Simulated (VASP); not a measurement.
KZnF3:

```
Zn K F
1.0
     4.12943    0.00000    0.00000
     0.00000    4.12943    0.00000
     0.00000    0.00000    4.12943
Zn K F
1 1 3
Cartesian
  2.0647 2.0647 2.0647
  0.0000 0.0000 0.0000
  2.0647 0.0000 2.0647
  0.0000 2.0647 2.0647
  2.0647 2.0647 0.0000
```

Base run:

* Program: VASP 6.6.1
* Functional: PBE
* Potentials or basis: VASP PAW PBE potentials, release 64 (Zn, K_sv, F)
* Cutoff: 520 eV
* k mesh: 7 × 7 × 7
* Occupations: fermi-dirac, width 0.05 eV
* Spin: no spin polarisation

Its results: band gap on the k mesh 3.75 eV, indirect (least direct gap 5.18 eV); pressure 0.1 GPa.

Problem. The run is repeated on the same cell with these changes: functional from PBE to PBEsol. What comes out?

Solution. Band gap on the k mesh 3.60 eV, indirect (least direct gap 5.03 eV); pressure -3.7 GPa.

PBEsol binds more tightly than PBE, so the same cell stands under less pressure.

Caveats: the PAW data sets were made with another functional, which shifts forces and pressure a little (some runs).

A k mesh can miss the band edges.
